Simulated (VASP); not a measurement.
# Ni (Fm-3m) in VASP: notebook, part 2 of 2

VASP 6.6.1. Earlier steps stand in the parts before.

### 3 Single point, PBE, collinear spin, ferromagnetic start

The input, INCAR:

```
PREC = Accurate ; ENCUT = 520
EDIFF = 1E-6 ; ISMEAR = -1
SIGMA = 0.1 ; LREAL = F
LASPH = T ; NELM = 150
ALGO = Normal ; ISIF = 2
LWAVE = F ; LCHARG = F
ISPIN = 2 ; MAGMOM = 2 2
LORBIT = 11 ; LMAXMIX = 4
GGA = PE ; NBANDS = 21
```

The input, KPOINTS:

```
Automatic mesh
0
Gamma
  7 14 14
```

The input, POSCAR:

```
Ni
1.0
    0.0000000000      3.5160000000      3.5160000000
    1.7580000000      0.0000000000      1.7580000000
    1.7580000000      1.7580000000      0.0000000000
Ni
2
Direct
    0.0000000000      0.0000000000      0.0000000000
    0.5000000000      0.0000000000      0.0000000000
```

Potentials or basis: VASP PAW PBE potentials, release 64 (Ni).

Run with:

```sh
$ cat potpaw_PBE.64/Ni/POTCAR > POTCAR
$ mpirun -np 1 vasp_std > vasp.out
```

OUTCAR:

```text
PREC = Accurate
   ENCUT = 520
   EDIFF = 1E-6
   ISMEAR = -1
   LREAL = F
   LASPH = T
   NELM = 150
   ISIF = 2
   ISPIN = 2
   LORBIT = 11
   GGA = PE

 ion  position               nearest neighbor table
   1  0.000  0.000  0.000-   2 2.49   2 2.49   2 2.49   2 2.49   2 2.49   2 2.49
   2  0.500  0.000  0.000-   1 2.49   1 2.49   1 2.49   1 2.49   1 2.49   1 2.49

  LATTYP: Found a trigonal (rhomboedric) cell.
 ALAT       =     4.3062029678
 COS(alpha) =     0.8333333333

  Lattice vectors:

 A1 = (   1.7580000000,  -1.7580000000,  -3.5160000000)
 A2 = (   3.5160000000,  -1.7580000000,  -1.7580000000)
 A3 = (   1.7580000000,  -3.5160000000,  -1.7580000000)

Analysis of symmetry for initial positions (statically):
=====================================================================
 Subroutine PRICEL returns following result:

  LATTYP: Found a face centered cubic cell.
 ALAT       =     3.5160000000
[... 12 lines left out ...]
 Subroutine GETGRP returns: Found 12 space group operations
 (whereof 12 operations were pure point group operations)
 out of a pool of 12 trial point group operations.

The static configuration has the point symmetry D_3d.

Analysis of symmetry for dynamics (positions and initial velocities):
=====================================================================
 Subroutine PRICEL returns following result:

  LATTYP: Found a face centered cubic cell.
 ALAT       =     3.5160000000
[... 12 lines left out ...]
 Subroutine GETGRP returns: Found 12 space group operations
 (whereof 12 operations were pure point group operations)
 out of a pool of 12 trial point group operations.

The dynamic configuration has the point symmetry D_3d.

Analysis of structural, dynamic, and magnetic symmetry:
=====================================================================
 Subroutine PRICEL returns following result:

[... 174 lines left out ...]

 Free energy of the ion-electron system (eV)
  ---------------------------------------------------
  ext. energy  EPLUGINS =         0.00000000
  ---------------------------------------------------
  free energy    TOTEN  =       -10.99433643 eV

  energy without entropy =      -10.88151203  energy(sigma->0) =      -10.93792423

 E-fermi :   9.3770     XC(G=0): -13.2626

 val. band max:        9.3738497930   @ k =  -0.2857   0.4286   0.0714
 cond. band min:       9.3792137216   @ k =   0.2857   0.4286   0.1429
 fundamental gap:      0.0053639286
 Fermi energy:         9.3770283720

 spin component 1

 k-point     1 :       0.0000    0.0000    0.0000
  band No.  band energies     occupation
      1       0.3760      1.00000
      2       4.5704      1.00000
      3       6.9860      1.00000
      4       6.9860      1.00000
      5       6.9860      1.00000
      6       6.9950      1.00000
[... 565 lines left out ...]
     20      36.6745      0.00000
     21      37.5639      0.00000

 [... further k-points ...]

 spin component 2

 k-point     1 :       0.0000    0.0000    0.0000
  band No.  band energies     occupation
      1       0.3398      1.00000
      2       4.9728      1.00000
      3       7.5831      1.00000
      4       7.5831      1.00000
      5       7.6912      1.00000
      6       7.6912      1.00000
[... 565 lines left out ...]
     20      36.7332      0.00000
     21      37.6621      0.00000

 [... further k-points ...]

------------------------ aborting loop because EDIFF is reached ----------------------------------------

  FORCE on cell =-STRESS in cart. coord.  units (eV):
  Direction    XX          YY          ZZ          XY          YZ          ZX
  --------------------------------------------------------------------------------------
  -------------------------------------------------------------------------------------
  Total        0.0881858      0.0881858      0.0881858      0.0000422     -0.0000422      0.0000422
  in kB        6.5011884      6.5011884      6.5011884      0.0031126     -0.0031126      0.0031126
  external PRESSURE =       6.5011884 kB  Pullay stress =       0.0000000 kB

 VOLUME and BASIS-vectors are now :
 -----------------------------------------------------------------------------
  energy-cutoff  :      520.00
  volume of cell :       21.73
      direct lattice vectors                 reciprocal lattice vectors
     0.000000000  3.516000000  3.516000000    -0.142207053  0.142207053  0.142207053
     1.758000000  0.000000000  1.758000000     0.284414107 -0.284414107  0.284414107
     1.758000000  1.758000000  0.000000000     0.284414107  0.284414107 -0.284414107

 POSITION                                       TOTAL-FORCE (eV/Angst)
 -----------------------------------------------------------------------------------
      0.00000      0.00000      0.00000        -0.000000     -0.000000     -0.000000
      0.00000      1.75800      1.75800         0.000000      0.000000      0.000000
 -----------------------------------------------------------------------------------
    total drift:                               -0.000000     -0.000000     -0.000000

  FREE ENERGIE OF THE ION-ELECTRON SYSTEM (eV)
  ---------------------------------------------------
  free  energy   TOTEN  =       -10.9943364258 eV

  energy  without entropy=      -10.8815120300  energy(sigma->0) =      -10.93792423

 total charge

# of ion       s       p       d       tot
------------------------------------------
    1        0.498   0.499   8.316   9.312
    2        0.498   0.499   8.316   9.312
--------------------------------------------------
tot          0.995   0.997  16.632  18.625

 magnetization (x)

# of ion       s       p       d       tot
------------------------------------------
    1       -0.007  -0.025   0.636   0.604
    2       -0.007  -0.025   0.636   0.604
--------------------------------------------------
tot         -0.014  -0.049   1.272   1.209
```

Wall time 3.1 min (1 thread of Intel Xeon 8259CL, shared host); peak memory 0.21 GiB.

What came out:

```
Free energy                                           : -10.9943 eV
Pressure                                              : 0.7 GPa
Net moment                                            : 1.19 μB per cell
Site moments                                          : Ni +0.60 μB
Valence electrons inside the program's atomic spheres : Ni 9.31
```

### 4 Single point, PBE, collinear spin, antiferromagnetic start

The input, INCAR:

```
SYSTEM = Ni
PREC = Accurate
ENCUT = 520
EDIFF = 1E-6
ISMEAR = -1
SIGMA = 0.1
LREAL = .False.
LASPH = .True.
NELM = 150
ALGO = Normal
ISIF = 2
LWAVE = .False.
LCHARG = .True.
ISPIN = 2
MAGMOM = 2 -2
LORBIT = 11
LMAXMIX = 4
GGA = PE
LELF = .True.
LVHAR = .True.
NBANDS = 21
```

The input, KPOINTS:

```
regular mesh
0
Gamma
  7 14 14
  0 0 0
```

POSCAR is that of step 3.

Potentials or basis: VASP PAW PBE potentials, release 64 (Ni).

Run with:

```sh
$ cat potpaw_PBE.64/Ni/POTCAR > POTCAR
$ mpirun -np 1 vasp_std > vasp.out
```

OUTCAR:

```text
SYSTEM = Ni
   PREC = Accurate
   ENCUT = 520
   EDIFF = 1E-6
   ISMEAR = -1
   LREAL = .False.
   LASPH = .True.
   NELM = 150
   ISIF = 2
   ISPIN = 2
   LORBIT = 11
   GGA = PE

 ion  position               nearest neighbor table
   1  0.000  0.000  0.000-   2 2.49   2 2.49   2 2.49   2 2.49   2 2.49   2 2.49
   2  0.500  0.000  0.000-   1 2.49   1 2.49   1 2.49   1 2.49   1 2.49   1 2.49

  LATTYP: Found a trigonal (rhomboedric) cell.
 ALAT       =     4.3062029678
 COS(alpha) =     0.8333333333

  Lattice vectors:

 A1 = (   1.7580000000,  -1.7580000000,  -3.5160000000)
[... 1416 lines left out ...]

 VOLUME and BASIS-vectors are now :
 -----------------------------------------------------------------------------
  energy-cutoff  :      520.00
  volume of cell :       21.73
      direct lattice vectors                 reciprocal lattice vectors
     0.000000000  3.516000000  3.516000000    -0.142207053  0.142207053  0.142207053
     1.758000000  0.000000000  1.758000000     0.284414107 -0.284414107  0.284414107
     1.758000000  1.758000000  0.000000000     0.284414107  0.284414107 -0.284414107

 POSITION                                       TOTAL-FORCE (eV/Angst)
 -----------------------------------------------------------------------------------
      0.00000      0.00000      0.00000        -0.000000     -0.000000     -0.000000
      0.00000      1.75800      1.75800         0.000000      0.000000      0.000000
 -----------------------------------------------------------------------------------
    total drift:                               -0.000000     -0.000000     -0.000000

  FREE ENERGIE OF THE ION-ELECTRON SYSTEM (eV)
  ---------------------------------------------------
  free  energy   TOTEN  =       -10.9322285296 eV

  energy  without entropy=      -10.7541993020  energy(sigma->0) =      -10.84321392

 total charge

# of ion       s       p       d       tot
------------------------------------------
    1        0.495   0.495   8.323   9.314
    2        0.495   0.495   8.323   9.314
--------------------------------------------------
tot          0.991   0.990  16.646  18.628

 magnetization (x)

# of ion       s       p       d       tot
------------------------------------------
    1       -0.000  -0.000   0.001   0.001
    2        0.000   0.000  -0.001  -0.001
--------------------------------------------------
tot          0.000   0.000   0.000   0.000
```

Run time: 4.4 min. Hardware: 1 thread of Intel Xeon 8259CL, shared host; peak memory 0.21 GiB.

Results:

```
Free energy                                           : -10.9322 eV
Pressure                                              : -0.2 GPa
Band gap on the k mesh                                : zero (filled and empty bands overlap)
Net moment                                            : 0.00 μB per cell
Valence electrons inside the program's atomic spheres : Ni 9.31
```

### 5 Single point, PBE, collinear spin, ferromagnetic start

The input, INCAR:

```
SYSTEM = Ni
ALGO = Normal
EDIFF = 1E-6
ENCUT = 520
GGA = PE
ISIF = 2
ISMEAR = -1
ISPIN = 2
LASPH = .True.
LCHARG = .False.
LMAXMIX = 4
LORBIT = 11
LREAL = .False.
LWAVE = .False.
MAGMOM = 0.71 0.71
NBANDS = 21
NELM = 150
PREC = Accurate
SIGMA = 0.1
```

The input, KPOINTS:

```
k-points
0
Gamma
  7 14 14
  0 0 0
```

POSCAR is that of step 4.

Run with:

```sh
$ cat potpaw_PBE.64/Ni/POTCAR > POTCAR
$ mpirun -np 1 vasp_std > vasp.out
```

It took 2.8 min on 1 thread of Intel Xeon 8259CL, shared host; peak memory 0.21 GiB.

Results (log left out):

| Item | Value |
| --- | --- |
| Free energy | -10.9943 eV |
| Pressure | 0.6 GPa |
| Net moment | 1.18 μB per cell |
| Site moments | Ni +0.60 μB |
| Valence electrons inside the program's atomic spheres | Ni 9.31 |

Levels at points of the mesh, in eV from the Fermi level:
Spin up:
| k point | band 7 | band 8 | band 9 | band 10 | band 11 | band 12 | band 13 | band 14 | band 15 | band 16 |
| --- | --- | --- | --- | --- | --- | --- | --- | --- | --- | --- |
| (0.00, 0.00, 0.00) | -2.38 | -1.23 | -1.23 | -0.56 | -0.56 | -0.28 | 5.70 | 22.24 | 23.75 | 24.72 |
| (0.00, 0.50, 0.00) | -0.56 | -0.52 | -0.42 | -0.42 | -0.28 | 2.47 | 5.70 | 9.25 | 14.85 | 14.85 |
Spin down:
```csv
k point,band 7,band 8,band 9,band 10,band 11,band 12
"(0.00, 0.00, 0.00)",-1.69,-0.66,-0.66,-0.34,0.16,0.16
"(0.00, 0.50, 0.00)",0.08,0.16,0.16,0.39,0.39,2.42
```

### 6 Single point, PBE, collinear spin, ferromagnetic start

The input, INCAR:

```
SYSTEM = Ni
  PREC = Accurate
  ENCUT = 520
  EDIFF = 1E-7
  ISMEAR = -1
  SIGMA = 0.1
  LREAL = .FALSE.
  LASPH = .TRUE.
  NELM = 150
  ALGO = Normal
  ISIF = 2
  LWAVE = .FALSE.
  LCHARG = .FALSE.
  ISPIN = 2
  MAGMOM = 2 2
  LORBIT = 11
  LMAXMIX = 4
  GGA = PE
  NBANDS = 21
```

The input, KPOINTS:

```
regular mesh
0
G
  7 14 14
  0 0 0
```

POSCAR is that of step 5.

Potentials or basis: VASP PAW PBE potentials, release 64 (Ni).

Run with:

```sh
$ cat potpaw_PBE.64/Ni/POTCAR > POTCAR
$ mpirun -np 1 vasp_std > vasp.out
```

It took 2.5 min on 1 thread of Intel Xeon 8259CL, shared host; peak memory 0.21 GiB.

It converged, with:

* Free energy: -10.9943 eV
* Pressure: 0.6 GPa
* Net moment: 1.19 μB per cell
* Site moments: Ni +0.60 μB
* Valence electrons inside the program's atomic spheres: Ni 9.31

Levels at points of the mesh, in eV from the Fermi level:
Spin up:
```tsv
k point	band 9	band 10	band 11	band 12	band 13	band 14
(0.00, 0.00, 0.00)	-1.23	-0.56	-0.56	-0.28	5.70	22.24
(0.00, 0.50, 0.00)	-0.42	-0.42	-0.28	2.47	5.70	9.25
```
Spin down:
```csv
k point,band 6,band 7,band 8,band 9,band 10,band 11,band 12,band 13
"(0.00, 0.00, 0.00)",-1.69,-1.69,-0.66,-0.66,-0.34,0.16,0.16,6.10
"(0.00, 0.50, 0.00)",-0.34,0.08,0.16,0.16,0.39,0.39,2.42,6.10
```
